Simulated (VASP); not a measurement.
Runs of VASP 6.6.1 on Si2Ni. The structure is that of space group Fm-3m (No. 225), or close to it. The cells are those of the table. 

```tsv
fixed moment (μB)	cell	pressure (GPa)	moment (μB)
0.5	a = 4.070 Å, angles 60.0°, 3 atoms	(a)	0.50
0.75	a = 4.070 Å, angles 60.0°, 3 atoms	-14.9	0.75
1.0	a = 4.070 Å, angles 60.0°, 3 atoms	-13.7	1.00
0.875	a = 3.999 Å, angles 60.0°, 3 atoms	-10.6	0.88
```

Alike in all rows: task single point; level PBE; potentials or basis VASP PAW PBE potentials, release 64 (Si, Ni); spin collinear, ferromagnetic start; k mesh 14 × 14 × 14; cutoff (eV) 520; smearing gaussian 0.15 eV.

Task: Fill in the values left out.

Result: (a) -15.7.

Caveats: the cell stands under tension; the total moment is fixed, so each spin has its own Fermi level and the state may be an excited one.
